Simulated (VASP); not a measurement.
Input of a VASP 6.6.1 run:

Contents of INCAR:

```
SYSTEM = BeZn3Se4
  ALGO = Normal
  EDIFF = 1E-6
  ENCUT = 520
  GGA = PE
  ISIF = 2
  ISMEAR = 0
  LASPH = .True.
  LCHARG = .False.
  LREAL = .False.
  LWAVE = .False.
  NBANDS = 41
  NELM = 60
  PREC = Accurate
  SIGMA = 0.02
```

Contents of KPOINTS:

```
k-points
0
Gamma
  12 12 2
  0 0 0
```

Contents of POSCAR:

```
BeZn3Se4
1.0
    4.0844125351      0.0000000000      0.0000000000
   -2.0422062675      3.5372050149      0.0000000000
    0.0000000000      0.0000000000     13.4047788468
Be Zn Se
1 3 4
Direct
    0.3333333333      0.6666666667      0.0027445215
    0.3333333333      0.6666666667      0.4999996730
    0.6666666667      0.3333333333      0.2418288729
    0.6666666667      0.3333333333      0.7585855710
    0.3333333333      0.6666666667      0.1742835790
    0.3333333333      0.6666666667      0.6906010705
    0.6666666667      0.3333333333      0.4323039398
    0.6666666667      0.3333333333      0.9496507723
```

Potentials or basis: VASP PAW PBE potentials, release 64 (Be, Zn, Se).

The run is started by

```console
$ cat potpaw_PBE.64/Be/POTCAR potpaw_PBE.64/Zn/POTCAR potpaw_PBE.64/Se/POTCAR > POTCAR
$ mpirun -np 1 vasp_std > vasp.out
```

Task: Estimate the largest force.

Result: 0.010 eV/Å.

Task: Estimate the band gap on the k mesh.

Result: 1.22 eV, direct.

Forces in eV/Å, atoms in the order of the input:
```
Be   0.000  0.000 -0.003
Zn   0.000  0.000 -0.001
Zn   0.000  0.000 -0.002
Zn   0.000  0.000  0.003
Se   0.000  0.000 -0.010
Se   0.000  0.000  0.001
Se   0.000  0.000  0.002
Se   0.000  0.000  0.010
```
